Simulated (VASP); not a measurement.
# Os (Fm-3m) in VASP: a series of runs

The runs below take Os through single point, relaxation of volume and atoms at fixed shape, with PBEsol.

All numbers are computed with VASP 6.6.1; they aren't measurements. Logs are shortened: lines on timing, memory, paths and dates and some standing lists are left out, and cuts for length are marked.

## 1. The cell of the first run

The structure is cubic, space group Fm-3m (No. 225). Conventional cell: a = 3.823 Å, b = 3.823 Å, c = 3.823 Å, α = 90.00°, β = 90.00°, γ = 90.00°. Os (site symmetry m-3m) has 12 Os at 2.70 Å within 3.6 Å.

This isn't the form of Os at room conditions, which is hcp.

## 2. Single point, PBEsol

The input, INCAR:

```
SYSTEM = Os
PREC = Accurate ; ENCUT = 600
EDIFF = 1E-6 ; ISMEAR = -1
SIGMA = 0.1 ; LREAL = .FALSE.
LASPH = .TRUE. ; NELM = 120
ALGO = Normal ; ISIF = 2
LWAVE = .FALSE. ; LCHARG = .FALSE.
GGA = PS ; NBANDS = 10
GGA_COMPAT = .FALSE.
```

The input, KPOINTS:

```
Automatic mesh
0
G
  10 10 10
  0 0 0
```

The input, POSCAR:

```
Os
1.0
    0.0000000000      1.9115150373      1.9115150373
    1.9115150373      0.0000000000      1.9115150373
    1.9115150373      1.9115150373      0.0000000000
Os
1
Direct
    0.0000000000      0.0000000000      0.0000000000
```

Potentials or basis: VASP PAW PBE potentials, release 64 (Os).

Launch:

```
$ cat potpaw_PBE.64/Os/POTCAR > POTCAR
$ mpirun -np 1 vasp_std > vasp.out
```

OUTCAR:

```text
SYSTEM = Os
   PREC = Accurate
   ENCUT = 600
   EDIFF = 1E-6
   ISMEAR = -1
   LREAL = .FALSE.
   LASPH = .TRUE.
   NELM = 120
   ISIF = 2
   GGA = PS

 ion  position               nearest neighbor table
   1  0.000  0.000  0.000-

  LATTYP: Found a face centered cubic cell.
 ALAT       =     3.8230300746

  Lattice vectors:

 A1 = (   0.0000000000,   1.9115150373,   1.9115150373)
 A2 = (   1.9115150373,   0.0000000000,   1.9115150373)
 A3 = (   1.9115150373,   1.9115150373,   0.0000000000)

Analysis of symmetry for initial positions (statically):
=====================================================================
 Subroutine PRICEL returns:
 Original cell was already a primitive cell.

 Routine SETGRP: Setting up the symmetry group for a
 face centered cubic supercell.

 Subroutine GETGRP returns: Found 48 space group operations
 (whereof 48 operations were pure point group operations)
 out of a pool of 48 trial point group operations.

The static configuration has the point symmetry O_h .

Analysis of symmetry for dynamics (positions and initial velocities):
=====================================================================
 Subroutine PRICEL returns:
 Original cell was already a primitive cell.

 Routine SETGRP: Setting up the symmetry group for a
 face centered cubic supercell.

 Subroutine GETGRP returns: Found 48 space group operations
 (whereof 48 operations were pure point group operations)
 out of a pool of 48 trial point group operations.

The dynamic configuration has the point symmetry O_h .

 Subroutine INISYM returns: Found 48 space group operations
 (whereof 48 operations are pure point group operations),
 and found     1 'primitive' translations

----------------------------------------------------------------------------------------

                                     Primitive cell

  volume of cell :      13.9689

  direct lattice vectors                    reciprocal lattice vectors
     0.000000000  1.911515037  1.911515037    -0.261572622  0.261572622  0.261572622
     1.911515037  0.000000000  1.911515037     0.261572622 -0.261572622  0.261572622
     1.911515037  1.911515037  0.000000000     0.261572622  0.261572622 -0.261572622

  length of vectors
     2.703290490  2.703290490  2.703290490     0.453057071  0.453057071  0.453057071
[... 80 lines left out ...]
   LREAL  =      F    real-space projection
   EDIFFG = 0.1E-04   stopping-criterion for IOM
   NSW    =      0    number of steps for IOM
   IBRION =     -1    ionic relax: 0-MD 1-quasi-New 2-CG
   NFREE  =      0    steps in history (QN), initial steepest desc. (CG)
   ISIF   =      2    stress and relaxation
   ISYM   =      2    0-nonsym 1-usesym 2-fastsym
   POTIM  = 0.5000    time-step for ionic-motion
   TEBEG  =    0.0;   TEEND  =   0.0 temperature during run
   PSTRESS=    0.0 pullay stress
   NELECT =       8.0000    total number of electrons
   NUPDOWN=      -1.0000    fix difference up-down
   EMIN   =  10.00;   EMAX   =-10.00  energy-range for DOS
   EFERMI =   0.00;   METHOD = LEGACY
   ISMEAR =    -1;   SIGMA  =   0.10  broadening in eV -4-tet -1-fermi 0-gaus
   EFERMI_NEDOS =   21; number of points for ismear=-14 and -15
   IALGO  =     38    algorithm
   IMIX   =      4    mixing-type and parameters
     AMIX     =   0.40;   BMIX     =  1.00
     AMIX_MAG =   1.60;   BMIX_MAG =  1.00
  volume/ion in A,a.u.               =      13.97        94.27
  Fermi-wavevector in a.u.,A,eV,Ry     =   1.359514  2.569109 25.147364  1.848279
  Thomas-Fermi vector in A             =   2.486256
   LORBIT       =      0    0 simple, 1 ext, 2 COOP (PROOUT), +10 PAW based schemes
   GGA     = PS    functional components
   LHFCALC =     F    Hartree Fock is set to
   AEXX    =    0.0000 exact exchange contribution
   IVDW    =     0    specifies the selected vdW correction
   LEPSILON=     F    determine dielectric tensor
   LRPA    =     F    only Hartree local field effects (RPA)
 non-spin polarized calculation
  energy-cutoff  :      600.00
  volume of cell :       13.97
 maximum number of plane-waves:       483
 NGX is ok and might be reduce to    24
   NGX = 11   NGY = 11   NGZ = 11

 number of electron       8.0000000 magnetization

 Free energy of the ion-electron system (eV)
  ---------------------------------------------------
  ext. energy  EPLUGINS =         0.00000000
  ---------------------------------------------------
  free energy    TOTEN  =       -12.08268949 eV

  energy without entropy =      -12.04264099  energy(sigma->0) =      -12.06266524

 E-fermi :   9.2583     XC(G=0): -14.1591

 val. band max:        9.2581088528   @ k =   0.3000   0.1000   0.0000
 cond. band min:       9.2592764429   @ k =   0.4000   0.2000   0.1000
 fundamental gap:      0.0011675901
 Fermi energy:         9.2582537142

 k-point     1 :       0.0000    0.0000    0.0000
  band No.  band energies     occupation
      1      -1.6827      2.00000
      2       6.1891      2.00000
      3       6.1891      2.00000
      4       6.1891      2.00000
      5       9.2739      0.92177
      6       9.2739      0.92177
      7      23.4677      0.00000
      8      29.2913      0.00000
      9      29.2913      0.00000
     10      29.2913      0.00000
[... 287 lines left out ...]
 k-point    24 :       0.4000    0.3000    0.0000
  band No.  band energies     occupation
      1       2.2461      2.00000
      2       3.1218      2.00000
      3       7.3516      2.00000
      4       9.6013      0.06271
      5      11.3397      0.00000
      6      11.5565      0.00000
      7      23.0938      0.00000
      8      25.2697      0.00000
      9      26.7107      0.00000
     10      31.3277      0.00000

 [... further k-points ...]

------------------------ aborting loop because EDIFF is reached ----------------------------------------

  FORCE on cell =-STRESS in cart. coord.  units (eV):
  Direction    XX          YY          ZZ          XY          YZ          ZX
  --------------------------------------------------------------------------------------
  -------------------------------------------------------------------------------------
  Total        0.0620073      0.0620073      0.0620073      0.0000000     -0.0000000     -0.0000000
  in kB        7.1119808      7.1119808      7.1119808      0.0000000     -0.0000000     -0.0000000
  external PRESSURE =       7.1119808 kB  Pullay stress =       0.0000000 kB

 VOLUME and BASIS-vectors are now :
 -----------------------------------------------------------------------------
  energy-cutoff  :      600.00
  volume of cell :       13.97
      direct lattice vectors                 reciprocal lattice vectors
     0.000000000  1.911515037  1.911515037    -0.261572622  0.261572622  0.261572622
     1.911515037  0.000000000  1.911515037     0.261572622 -0.261572622  0.261572622
     1.911515037  1.911515037  0.000000000     0.261572622  0.261572622 -0.261572622

 POSITION                                       TOTAL-FORCE (eV/Angst)
 -----------------------------------------------------------------------------------
      0.00000      0.00000      0.00000         0.000000     -0.000000     -0.000000
 -----------------------------------------------------------------------------------
    total drift:                                0.000000     -0.000000     -0.000000

  FREE ENERGIE OF THE ION-ELECTRON SYSTEM (eV)
  ---------------------------------------------------
  free  energy   TOTEN  =       -12.0826894914 eV

  energy  without entropy=      -12.0426409882  energy(sigma->0) =      -12.06266524
```

OSZICAR:

```text
N       E                     dE             d eps       ncg     rms          rms(c)
DAV:   1     0.424658639340E+02    0.42466E+02   -0.45454E+03   940   0.839E+02
DAV:   2    -0.115747139555E+02   -0.54041E+02   -0.50903E+02   958   0.214E+02
DAV:   3    -0.128399789516E+02   -0.12653E+01   -0.12592E+01  1120   0.320E+01
DAV:   4    -0.128435896508E+02   -0.36107E-02   -0.36104E-02  1028   0.182E+00
DAV:   5    -0.128436021361E+02   -0.12485E-04   -0.12485E-04  1028   0.102E-01    0.172E+01
DAV:   6    -0.122506083888E+02    0.59299E+00   -0.64831E-01  1120   0.645E+00    0.770E+00
DAV:   7    -0.120872543901E+02    0.16335E+00   -0.43503E-01  1146   0.502E+00    0.532E-01
DAV:   8    -0.120853999125E+02    0.18545E-02   -0.19509E-03   996   0.345E-01    0.467E-01
DAV:   9    -0.120827040254E+02    0.26959E-02   -0.16735E-03  1034   0.461E-01    0.238E-02
DAV:  10    -0.120826969098E+02    0.71156E-05   -0.25109E-05  1042   0.384E-02    0.686E-03
DAV:  11    -0.120826895128E+02    0.73970E-05   -0.17458E-06   928   0.185E-02    0.197E-03
DAV:  12    -0.120826894914E+02    0.21373E-07   -0.77030E-09   504   0.771E-04
   1 F= -.12082689E+02 E0= -.12062665E+02  d E =-.400485E-01
```

stdout:

```text
POSCAR found type information on POSCAR Os
 POSCAR found :  1 types and       1 ions
 scaLAPACK will be used
 -----------------------------------------------------------------------------
|                                                                             |
|                                                                             |
|     You enforced a specific xc type in the INCAR file but a different       |
|     I HOPE YOU KNOW WHAT YOU ARE DOING!                                     |
|                                                                             |
 -----------------------------------------------------------------------------

 LDA part: xc-table for (Slater+PW92), standard interpolation
 POSCAR, INCAR and KPOINTS ok, starting setup
 FFT: planning ... GRIDC
 FFT: planning ... GRID_SOFT
 FFT: planning ... GRID
 WAVECAR not read
 entering main loop
```

Wall time 5.5 s (1 thread of AMD EPYC 9R45 (Zen 5), shared host); peak memory 0.11 GiB.

What came out:

```
Free energy            : -12.0827 eV
Pressure               : 0.7 GPa
Band gap on the k mesh : zero (bands 4 and 5 overlap by 4.02 eV)
```

Caveat: the PAW data sets were made with another functional, which shifts forces and pressure a little; spin-orbit coupling is left out, which moves the levels of the heavy elements.

## 3. Relaxation of volume and atoms at fixed shape, PBEsol

This run uses another cell than the first one, of 13.94 Å³/atom.

The input, INCAR:

```
ALGO = Normal
EDIFF = 1E-7
EDIFFG = -0.01
ENCUT = 600
GGA = PS
GGA_COMPAT = F
IBRION = 2
ISIF = 8
ISMEAR = -1
LASPH = T
LCHARG = F
LREAL = F
LWAVE = F
NELM = 120
NELMIN = 4
NSW = 80
PREC = Accurate
SIGMA = 0.1
```

The input, KPOINTS:

```
k-points
0
Gamma
  10 10 10
```

The input, POSCAR:

```
Os
1.0
    0.0000000000      1.9100000000      1.9100000000
    1.9100000000      0.0000000000      1.9100000000
    1.9100000000      1.9100000000      0.0000000000
Os
1
Direct
    0.0000000000      0.0000000000      0.0000000000
```

Potentials or basis: VASP PAW PBE potentials, release 64 (Os).

Launch:

```
$ cat potpaw_PBE.64/Os/POTCAR > POTCAR
$ mpirun -np 1 vasp_std > vasp.out
```

Wall time 11 s (1 thread of AMD EPYC 9R45 (Zen 5), shared host); peak memory 0.12 GiB.

It converged, with:

```
Free energy                           : -12.0827 eV
Relaxed volume                        : 13.99 Å³/atom
Relaxed cell                          : a = 2.705 Å, b = 2.705 Å, c = 2.705 Å, α = 60.00°, β = 60.00°, γ = 60.00°
Space group after relaxing (to 0.1 Å) : Fm-3m (No. 225)
Energy gained by relaxing             : 0.3 meV/atom
Ionic steps                           : 3
Pressure after relaxing               : 0.0 GPa
Band gap on the k mesh                : zero (bands 4 and 5 overlap by 4.01 eV)
```

The path:
| step | energy change (eV) | largest force (eV/Å) | pressure (GPa) | volume (Å³) |
| --- | --- | --- | --- | --- |
| 1 | 0.0000 | 0.0000 | 1.75 | 13.94 |
| 2 | 0.0057 | 0.0000 | -7.41 | 14.25 |
| 3 | -0.0003 | 0.0000 | 0.00 | 13.99 |

Final structure:
```
Os
1.0
     0.00000    1.91257    1.91257
     1.91257    0.00000    1.91257
     1.91257    1.91257    0.00000
Os
1
Direct
  0.00000 0.00000 0.00000
```

Levels at points of the mesh, in eV from the Fermi level:
| k point | band 1 | band 2 | band 3 | band 4 | band 5 | band 6 | band 7 | band 8 |
| --- | --- | --- | --- | --- | --- | --- | --- | --- |
| (0.00, 0.00, 0.00) | -10.93 | -3.06 | -3.06 | -3.06 | 0.02 | 0.02 | 14.21 | 20.02 |
| (0.50, 0.00, 0.00) | -7.79 | -3.22 | -3.22 | -0.30 | 2.44 | 2.44 | 8.96 | 13.74 |
| (0.50, 0.50, 0.00) | -7.68 | -6.96 | 2.28 | 2.41 | 3.13 | 3.13 | 12.21 | 12.23 |

Caveat: the PAW data sets were made with another functional, which shifts forces and pressure a little; spin-orbit coupling is left out, which moves the levels of the heavy elements.
